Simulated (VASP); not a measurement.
Set up this calculation in VASP 6.6.1, as the native input.

```yaml
Task: single point
Functional: PBEsol
Potentials_or_basis: VASP PAW PBE potentials, release 64 (Si, C)
Cutoff: 520 eV
k_mesh: 12 × 12 × 4
Occupations: gaussian, width 0.01 eV
Spin: no spin polarisation
Dipole_correction: no
Further_INCAR_settings: ALGO = Normal; EDIFF = 1e-06; NBANDS = 16
```

The structure of SiC (Moissanite) lies in POSCAR:

```
SiC
1.0
    3.0553550827      0.0000000000      0.0000000000
   -1.5276775413      2.6460151171      0.0000000000
    0.0000000000      0.0000000000      5.0141197845
Si C
2 2
Direct
    0.3333333333      0.6666666667      0.0000000000
    0.6666666667      0.3333333333      0.5000000000
    0.3333333333      0.6666666667      0.3850000000
    0.6666666667      0.3333333333      0.8850000000
```

The input as run:

INCAR

```
  ALGO = Normal
  EDIFF = 1E-6
  ENCUT = 520
  GGA = PS
  ISIF = 2
  ISMEAR = 0
  LASPH = T
  LCHARG = F
  LREAL = F
  LWAVE = F
  NBANDS = 16
  NELM = 100
  PREC = Accurate
  SIGMA = 0.01
```

KPOINTS

```
k-points
0
Gamma
  12 12 4
```

Potentials or basis: VASP PAW PBE potentials, release 64 (Si, C).

Run with:

```console
$ cat potpaw_PBE.64/Si/POTCAR potpaw_PBE.64/C/POTCAR > POTCAR
$ mpirun -np 1 vasp_std > vasp.out
```

Results of the run:

```json
{"Pressure": "5.3 GPa", "Largest force": "0.782 eV/Å", "Band gap on the k mesh": "2.12 eV, indirect (least direct gap 4.00 eV)"}
```

Caveat: the PAW data sets were made with another functional, which shifts forces and pressure a little.

It took 21 s on 1 thread of Intel Xeon 6975P-C (shared host), peak memory 0.17 GiB.
